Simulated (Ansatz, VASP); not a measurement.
# AlTlS3: VASP beside Ansatz

```xyz
5
Lattice="3.2992 1.9048 2.8586 -3.2992 1.9048 2.8586 0.0000 -3.8096 2.8586" Properties=species:S:1:pos:R:3 pbc="T T T"
Al    0.0000    0.0000    4.2878
Tl    0.0000    0.0000    0.0000
S     0.0000    1.9048    2.8586
S    -1.6496   -0.9524    2.8586
S     1.6496   -0.9524    2.8586
```

Alike in both runs: functional PBE; k mesh 6 × 6 × 6; occupations gaussian, width 0.1 eV; no spin polarisation.

Ansatz relaxed the structure, and its values are those at the end. VASP's run is a single point on that final structure, the one shown.

|  | VASP | Ansatz |
| --- | --- | --- |
| version | VASP 6.6.1 | Ansatz 0.2.0 |
| potentials or method | VASP PAW PBE potentials, release 64 (Al, Tl_d, S), cutoff 520 eV | scalar-relativistic, plane waves, PAW |
| valence electrons in the cell | 34 | 34 |

VASP gave:

| Item | Value |
| --- | --- |
| gap on the k mesh at the Fermi level (eV) | none |
| pressure (GPa) | -0.1 |

Problem. Estimate Ansatz's values.

Solution. gap on the k mesh at the Fermi level (eV): none; pressure (GPa): 0.0.

A gap of «none» marks a metal or a gap that the smearing closes.

Spin-orbit coupling is off throughout.
